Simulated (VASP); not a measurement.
The system is V.

```xyz
1
Lattice="-1.5144 1.5144 1.5144 1.5144 -1.5144 1.5144 1.5144 1.5144 -1.5144" Properties=species:S:1:pos:R:3 pbc="T T T"
V     0.0000    0.0000    0.0000
```

Base run:

* Program: VASP 6.6.1
* Functional: LDA
* Potentials or basis: VASP PAW LDA potentials, release 64 (V_sv)
* Cutoff: 520 eV
* k mesh: 15 × 15 × 15
* Occupations: fermi-dirac, width 0.08 eV
* Spin: collinear spin, ferromagnetic start
* Starting moments: [1.0] μB
* Fixed moment: 1 μB

Its results: pressure -12.5 GPa; site moments V +0.82 μB.

Q: The run is repeated on the same cell with these changes: fixed moment from 1 μB to 0.35 μB; moments at the start from [1.0] to [0.35]. What comes out?

A: Pressure -16.8 GPa; site moments V +0.29 μB.

Caveats: the total moment is fixed, so each spin has its own Fermi level.
